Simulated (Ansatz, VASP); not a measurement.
SnSe2 in VASP and in Ansatz

Contents of INCAR:

```
ALGO = Normal ; EDIFF = 1E-7
ENCUT = 520 ; GGA = PE
ISIF = 2 ; ISMEAR = -1
LASPH = T ; LCHARG = F
LREAL = F ; LWAVE = F
NBANDS = 20 ; NELM = 80
PREC = Accurate ; SIGMA = 0.02
```

The input KPOINTS:

```
k-points
0
Gamma
  12 12 4
```

The input POSCAR:

```
SnSe2
1.0
    4.0328549378      0.0000000000      0.0000000000
   -2.0164274689      3.3126764923      0.0000000000
    0.0000000000      0.0000000000      6.2270790415
Sn Se
1 2
Direct
    0.0000000000      0.0000000000      0.0000000000
    0.3332854726      0.6665709452      0.2483560161
    0.6667145274      0.3334290548      0.7516439839
```

Input for Ansatz:

```yaml
crystal:
  lattice:
    - [4.0328549378, 0.0, 0.0]
    - [-2.0164274689, 3.3126764923, 0.0]
    - [0.0, 0.0, 6.2270790415]
  atoms:
    - { symbol: Sn, position: [0.0, 0.0, 0.0] }
    - { symbol: Se, position: [0.3332854726, 0.6665709452, 0.2483560161] }
    - { symbol: Se, position: [0.6667145274, 0.3334290548, 0.7516439839] }
kpoints:
  mp_grid: { grid: [12, 12, 4] }
  band_path:
    path:
      - [0.0, 0.0, 0.0]
      - [0.5, 0.0, 0.0]
      - [0.3333333333, 0.3333333333, 0.0]
      - [0.0, 0.0, 0.5]
      - [0.5, 0.0, 0.5]
      - [0.3333333333, 0.3333333333, 0.5]
      - [0.0833333333, 0.0833333333, 0.0]
      - [0.5, 0.0, 0.35]
    npoints: 1
hamiltonian:
  xc: pbe
scf:
  occupations: { method: fermi_dirac, width: 0.02 }
  n_extra_bands: 4
output:
  forces: true
  stress: true
  eigenvalues: true
```

Change from the starting cell: uniaxial_x strain +5.4%.

Alike in both runs: task single point; functional PBE; k mesh 12 × 12 × 4; occupations fermi-dirac, width 0.02 eV; no spin polarisation.

|  | VASP | Ansatz |
| --- | --- | --- |
| version | VASP 6.6.1 | Ansatz 0.2.0 |
| potentials or method | VASP PAW PBE potentials, release 64 (Sn_d, Se) | plane waves, PAW |
| plane-wave cutoff (eV) | 520 | 420 |
| valence electrons in the cell | 26 | 46 |

Ansatz gave:

| Property | Result |
| --- | --- |
| pressure (GPa) | 0.5 |
| traceless stress, the component that is largest in VASP (GPa) | -2.36 |
| rms of the force components (eV/Å) | 0.109 |

Task: Estimate VASP's values.

Result: Pressure (GPa): 0.5; traceless stress, the component that is largest in VASP (GPa): -2.36; rms of the force components (eV/Å): 0.114.

Atom by atom the forces differ by 0.006 eV/Å (rms over components). VASP's potentials hold 26 valence electrons a cell and Ansatz's 46, so a difference there can come from the potentials and not from the codes.
